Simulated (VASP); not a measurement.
# Mg2Si3N3 (P-6m2) in VASP: single point with PBE

Aim: the single point of Mg2Si3N3 with PBE.

Everything below comes from runs of VASP 6.6.1. Logs are shortened: lines on timing, memory, paths and dates and some standing lists are left out, and cuts for length are marked.

### Step 1. The cell of the first run

It takes space group P-6m2 (No. 187, hexagonal). The conventional cell has a = 6.348 Å, b = 6.348 Å, c = 2.741 Å, α = 90.00°, β = 90.00°, γ = 120.00°. Mg (site symmetry -6m2) has 6 N at 2.46 Å and 2 Mg at 2.74 Å within 3.2 Å. Within 3.5 Å of Mg (site symmetry -6m2) lie 6 Si at 2.65 Å and 2 Mg at 2.74 Å and 6 N at 3.18 Å. Within 2.7 Å of Si (site symmetry mm2) lie 4 N at 2.05 Å and 2 Si at 2.42 Å and 2 Mg at 2.65 Å. Within 2.7 Å of N (site symmetry mm2) lie 4 Si at 2.05 Å and 2 Mg at 2.46 Å.

### Step 2. Single point, PBE

INCAR

```
PREC = Accurate
ENCUT = 600
EDIFF = 1E-6
ISMEAR = 0
SIGMA = 0.2
LREAL = False
LASPH = True
NELM = 120
ALGO = Normal
ISIF = 2
LWAVE = False
LCHARG = True
GGA = PE
LELF = True
LVHAR = True
NBANDS = 26
GGA_COMPAT = False
```

KPOINTS

```
Automatic mesh
0
Gamma
  4 4 4
```

POSCAR

```
Mg2Si3N3
1.0
    6.3478281799      0.0000000000      0.0000000000
   -3.1739140899      5.4973804626      0.0000000000
    0.0000000000      0.0000000000      2.7408438227
Mg Si N
2 3 3
Direct
    0.0000000000      0.0000000000      0.5000000000
    0.6666666667      0.3333333333      0.0000000000
    0.0789323435      0.5394661718      0.5000000000
    0.4605338282      0.5394661718      0.5000000000
    0.4605338282      0.9210676565      0.5000000000
    0.6288150229      0.8144075114      0.0000000000
    0.1855924886      0.8144075114      0.0000000000
    0.1855924886      0.3711849771      0.0000000000
```

Potentials or basis: VASP PAW PBE potentials, release 64 (Mg, Si, N).

On the command line:

```sh
cat potpaw_PBE.64/Mg/POTCAR potpaw_PBE.64/Si/POTCAR potpaw_PBE.64/N/POTCAR > POTCAR
mpirun -np 1 vasp_std > vasp.out
```

OUTCAR:

```text
PREC = Accurate
   ENCUT = 600
   EDIFF = 1E-6
   ISMEAR = 0
   LREAL = False
   LASPH = True
   NELM = 120
   ISIF = 2
   GGA = PE

 ion  position               nearest neighbor table
   1  0.000  0.000  0.500-   8 2.46   8 2.46   6 2.46   6 2.46   7 2.46   7 2.46   3 3.20   5 3.20
                             4 3.20   4 3.20   3 3.20   5 3.20
   2  0.667  0.333  0.000-   5 2.65   5 2.65   3 2.65   3 2.65   4 2.65   4 2.65
   3  0.079  0.539  0.500-   7 2.05   7 2.05   8 2.05   8 2.05   5 2.42   4 2.42   2 2.65   2 2.65
                             1 3.20   1 3.20
   4  0.461  0.539  0.500-   6 2.05   6 2.05   8 2.05   8 2.05   5 2.42   3 2.42   2 2.65   2 2.65
                             1 3.20   1 3.20
   5  0.461  0.921  0.500-   7 2.05   7 2.05   6 2.05   6 2.05   4 2.42   3 2.42   2 2.65   2 2.65
                             1 3.20   1 3.20
   6  0.629  0.814  0.000-   4 2.05   4 2.05   5 2.05   5 2.05   1 2.46   1 2.46
   7  0.186  0.814  0.000-   3 2.05   3 2.05   5 2.05   5 2.05   1 2.46   1 2.46
   8  0.186  0.371  0.000-   4 2.05   4 2.05   3 2.05   3 2.05   1 2.46   1 2.46

  LATTYP: Found a hexagonal cell.
 ALAT       =     6.3478281799
 C/A-ratio  =     0.4317766242

  Lattice vectors:

 A1 = (   6.3478281799,   0.0000000000,   0.0000000000)
 A2 = (  -3.1739140899,   5.4973804626,   0.0000000000)
 A3 = (   0.0000000000,   0.0000000000,   2.7408438227)

Analysis of symmetry for initial positions (statically):
=====================================================================
 Subroutine PRICEL returns:
 Original cell was already a primitive cell.

 Routine SETGRP: Setting up the symmetry group for a
 hexagonal supercell.

 Subroutine GETGRP returns: Found 12 space group operations
 (whereof 12 operations were pure point group operations)
 out of a pool of 24 trial point group operations.

The static configuration has the point symmetry D_3h.

Analysis of symmetry for dynamics (positions and initial velocities):
=====================================================================
 Subroutine PRICEL returns:
 Original cell was already a primitive cell.

 Routine SETGRP: Setting up the symmetry group for a
 hexagonal supercell.

 Subroutine GETGRP returns: Found 12 space group operations
 (whereof 12 operations were pure point group operations)
 out of a pool of 24 trial point group operations.

The dynamic configuration has the point symmetry D_3h.

 Subroutine INISYM returns: Found 12 space group operations
 (whereof 12 operations are pure point group operations),
 and found     1 'primitive' translations

----------------------------------------------------------------------------------------

                                     Primitive cell

  volume of cell :      95.6457

  direct lattice vectors                    reciprocal lattice vectors
     6.347828180  0.000000000  0.000000000     0.157534195  0.090952410  0.000000000
    -3.173914090  5.497380463  0.000000000     0.000000000  0.181904819  0.000000000
     0.000000000  0.000000000  2.740843823     0.000000000  0.000000000  0.364851142

  length of vectors
     6.347828180  6.347828180  2.740843823     0.181904819  0.181904819  0.364851142

  position of ions in fractional coordinates (direct lattice)
     0.000000000  0.000000000  0.500000000
     0.666666667  0.333333333  0.000000000
     0.078932344  0.539466172  0.500000000
     0.460533828  0.539466172  0.500000000
     0.460533828  0.921067657  0.500000000
     0.628815023  0.814407511  0.000000000
     0.185592489  0.814407511  0.000000000
     0.185592489  0.371184977  0.000000000

  ion indices of the primitive-cell ions
   primitive index   ion index
                 1           1
                 2           2
                 3           3
                 4           4
                 5           5
                 6           6
                 7           7
                 8           8

----------------------------------------------------------------------------------------

 KPOINTS: Automatic mesh

Automatic generation of k-mesh.
 Grid dimensions read from file:
 generate k-points for:    4    4    4

 Generating k-lattice:

  Cartesian coordinates                     Fractional coordinates (reciprocal lattice)
     0.039383549  0.022738102  0.000000000     0.250000000  0.000000000  0.000000000
     0.000000000  0.045476205  0.000000000     0.000000000  0.250000000  0.000000000
     0.000000000  0.000000000  0.091212786     0.000000000  0.000000000  0.250000000

  Length of vectors
     0.045476205  0.045476205  0.091212786

  Shift w.r.t. Gamma in fractional coordinates (k-lattice)
     0.000000000  0.000000000  0.000000000

 Subroutine IBZKPT returns following result:
 ===========================================

 Found     12 irreducible k-points:

 Following reciprocal coordinates:
            Coordinates               Weight
  0.000000  0.000000  0.000000      1.000000
  0.250000  0.000000  0.000000      6.000000
  0.500000  0.000000  0.000000      3.000000
  0.250000  0.250000  0.000000      6.000000
  0.000000  0.000000  0.250000      2.000000
  0.250000  0.000000  0.250000     12.000000
  0.500000  0.000000  0.250000      6.000000
  0.250000  0.250000  0.250000     12.000000
  0.000000  0.000000  0.500000      1.000000
  0.250000  0.000000  0.500000      6.000000
  0.500000  0.000000  0.500000      3.000000
  0.250000  0.250000  0.500000      6.000000
   k-points           NKPTS =     12   k-points in BZ     NKDIM =     12   number of bands    NBANDS=     26
   number of dos      NEDOS =    301   number of ions     NIONS =      8
   total plane-waves  NPLWV =  69984
   dimension x,y,z NGX =    54 NGY =   54 NGZ =   24
   dimension x,y,z NGXF=   108 NGYF=  108 NGZF=   48
   ions per type =               2   3   3
   NGX,Y,Z   is equivalent  to a cutoff of  14.14, 14.14, 14.56 a.u.
   NGXF,Y,Z  is equivalent  to a cutoff of  28.28, 28.28, 29.11 a.u.
 SYSTEM =  unknown system
   PREC   = accura    normal or accurate (medium, high low for compatibility)
   ISTART =      0    job   : 0-new  1-cont  2-samecut
   ICHARG =      2    charge: 1-file 2-atom 10-const
   ISPIN  =      1    spin polarized calculation?
   LNONCOLLINEAR =      F non collinear calculations
   LSORBIT =      F    spin-orbit coupling
   LASPH  =      T    aspherical Exc in radial PAW
   ENCUT  =  600.0 eV  44.10 Ry    6.64 a.u.  12.68 12.68  5.47*2*pi/ulx,y,z
   NELM   =    120;   NELMIN=  2; NELMDL= -5     # of ELM steps
   EDIFF  = 0.1E-05   stopping-criterion for ELM
   LREAL  =      F    real-space projection
   EDIFFG = 0.1E-04   stopping-criterion for IOM
   NSW    =      0    number of steps for IOM
   IBRION =     -1    ionic relax: 0-MD 1-quasi-New 2-CG
   NFREE  =      0    steps in history (QN), initial steepest desc. (CG)
   ISIF   =      2    stress and relaxation
   ISYM   =      2    0-nonsym 1-usesym 2-fastsym
   POTIM  = 0.5000    time-step for ionic-motion
   TEBEG  =    0.0;   TEEND  =   0.0 temperature during run
   PSTRESS=    0.0 pullay stress
   NELECT =      31.0000    total number of electrons
   NUPDOWN=      -1.0000    fix difference up-down
   EMIN   =  10.00;   EMAX   =-10.00  energy-range for DOS
   EFERMI =   0.00;   METHOD = LEGACY
   ISMEAR =     0;   SIGMA  =   0.20  broadening in eV -4-tet -1-fermi 0-gaus
   EFERMI_NEDOS =   21; number of points for ismear=-14 and -15
   IALGO  =     38    algorithm
   IMIX   =      4    mixing-type and parameters
     AMIX     =   0.40;   BMIX     =  1.00
     AMIX_MAG =   1.60;   BMIX_MAG =  1.00
  volume/ion in A,a.u.               =      11.96        80.68
  Fermi-wavevector in a.u.,A,eV,Ry     =   1.124537  2.125066 17.205694  1.264583
  Thomas-Fermi vector in A             =   2.261209
   LORBIT       =      0    0 simple, 1 ext, 2 COOP (PROOUT), +10 PAW based schemes
   GGA     = PE    functional components
   LHFCALC =     F    Hartree Fock is set to
   AEXX    =    0.0000 exact exchange contribution
   IVDW    =     0    specifies the selected vdW correction
   LEPSILON=     F    determine dielectric tensor
   LRPA    =     F    only Hartree local field effects (RPA)
 non-spin polarized calculation
 Gauss-broadening in eV      SIGMA  =   0.20
  energy-cutoff  :      600.00
  volume of cell :       95.65
 maximum number of plane-waves:      3214
 NGX is ok and might be reduce to    54
   NGX = 25   NGY = 25   NGZ = 11

 number of electron      30.9999999 magnetization

 Free energy of the ion-electron system (eV)
  ---------------------------------------------------
  ext. energy  EPLUGINS =         0.00000000
  ---------------------------------------------------
  free energy    TOTEN  =       -43.30351880 eV

  energy without entropy =      -43.27990773  energy(sigma->0) =      -43.29171326

 E-fermi :   7.6493     XC(G=0): -10.7277

 val. band max:        7.4680433183   @ k =   0.2500   0.2500   0.0000
 cond. band min:       7.7095702670   @ k =   0.2500   0.2500   0.5000
 fundamental gap:      0.2415269487
 Fermi energy:         7.6492760118

 k-point     1 :       0.0000    0.0000    0.0000
  band No.  band energies     occupation
      1     -10.8925      2.00000
      2      -8.7199      2.00000
      3      -8.7199      2.00000
      4      -1.6831      2.00000
      5      -1.6831      2.00000
      6      -1.4042      2.00000
[... 18 lines left out ...]
     25      14.8157      0.00000
     26      15.8640      0.00000

 k-point     2 :       0.2500    0.0000    0.0000
  band No.  band energies     occupation
      1     -10.8458      2.00000
      2      -8.8183      2.00000
      3      -8.7312      2.00000
      4      -1.9317      2.00000
      5      -1.4852      2.00000
      6      -1.0377      2.00000
[... 18 lines left out ...]
     25      15.2140      0.00000
[... 260 lines left out ...]
     25      14.1003      0.00000
     26      15.2806      0.00000

 k-point    12 :       0.2500    0.2500    0.5000
  band No.  band energies     occupation
      1      -8.2786      2.00000
      2      -6.9702      2.00000
      3      -6.8627      2.00000
      4      -4.0956      2.00000
      5      -1.3136      2.00000
      6      -1.1586      2.00000
[... 18 lines left out ...]
     25      14.4314      0.00000
     26      14.9928      0.00000

------------------------ aborting loop because EDIFF is reached ----------------------------------------

  FORCE on cell =-STRESS in cart. coord.  units (eV):
  Direction    XX          YY          ZZ          XY          YZ          ZX
  --------------------------------------------------------------------------------------
  -------------------------------------------------------------------------------------
  Total        0.0035294      0.0035294     -0.1839333      0.0000000      0.0000000      0.0000000
  in kB        0.0591210      0.0591210     -3.0811000      0.0000000      0.0000000      0.0000000
  external PRESSURE =      -0.9876194 kB  Pullay stress =       0.0000000 kB

 VOLUME and BASIS-vectors are now :
 -----------------------------------------------------------------------------
  energy-cutoff  :      600.00
  volume of cell :       95.65
      direct lattice vectors                 reciprocal lattice vectors
     6.347828180  0.000000000  0.000000000     0.157534195  0.090952410  0.000000000
    -3.173914090  5.497380463  0.000000000     0.000000000  0.181904819  0.000000000
     0.000000000  0.000000000  2.740843823     0.000000000  0.000000000  0.364851142

 POSITION                                       TOTAL-FORCE (eV/Angst)
 -----------------------------------------------------------------------------------
      0.00000      0.00000      1.37042        -0.000000      0.000000     -0.000000
      3.17391      1.83246      0.00000        -0.000000      0.000000     -0.000000
     -1.21117      2.96565      1.37042         0.014758      0.008521      0.000000
      1.21117      2.96565      1.37042        -0.014758      0.008521      0.000000
     -0.00000      5.06346      1.37042        -0.000000     -0.017041     -0.000000
      1.40675      4.47711      0.00000         0.039912      0.023043     -0.000000
     -1.40675      4.47711      0.00000        -0.039912      0.023043     -0.000000
      0.00000      2.04055      0.00000        -0.000000     -0.046086      0.000000
 -----------------------------------------------------------------------------------
    total drift:                               -0.000001      0.000000     -0.000000

  FREE ENERGIE OF THE ION-ELECTRON SYSTEM (eV)
  ---------------------------------------------------
  free  energy   TOTEN  =       -43.3035187963 eV

  energy  without entropy=      -43.2799077312  energy(sigma->0) =      -43.29171326
```

Wall time 35 s (1 thread of Intel Xeon Platinum 8559C (Emerald Rapids), shared host); peak memory 0.25 GiB.

What came out:

```
Free energy   : -43.3035 eV
Pressure      : -0.1 GPa
Largest force : 0.046 eV/Å
```

Forces on the atoms (eV/Å):
```
Mg   0.000  0.000  0.000
Mg   0.000  0.000  0.000
Si   0.015  0.009  0.000
Si  -0.015  0.009  0.000
Si   0.000 -0.017  0.000
N    0.040  0.023  0.000
N   -0.040  0.023  0.000
N    0.000 -0.046  0.000
```

Stress tensor (GPa, compression positive):
```
 0.01  0.00  0.00
 0.00  0.01  0.00
 0.00  0.00 -0.31
```

Levels at points of the mesh, in eV from the Fermi level:
| k point | band 11 | band 12 | band 13 | band 14 | band 15 | band 16 | band 17 | band 18 | band 19 | band 20 |
| --- | --- | --- | --- | --- | --- | --- | --- | --- | --- | --- |
| (0.00, 0.00, 0.00) | -3.37 | -2.33 | -2.33 | -1.54 | -0.19 | -0.19 | 1.04 | 1.04 | 3.55 | 4.24 |
| (0.50, 0.00, 0.00) | -3.33 | -2.89 | -2.38 | -2.34 | -0.71 | -0.31 | 1.72 | 3.99 | 4.00 | 4.46 |
| (0.00, 0.00, 0.50) | -3.06 | -3.06 | -2.98 | -2.24 | -2.24 | -1.29 | -0.90 | 4.09 | 4.09 | 4.27 |
| (0.50, 0.00, 0.50) | -3.55 | -3.44 | -2.50 | -2.36 | -1.94 | 0.16 | 0.68 | 1.55 | 1.86 | 1.98 |

Caveat: the k points lie up to 0.57 Å⁻¹ apart.
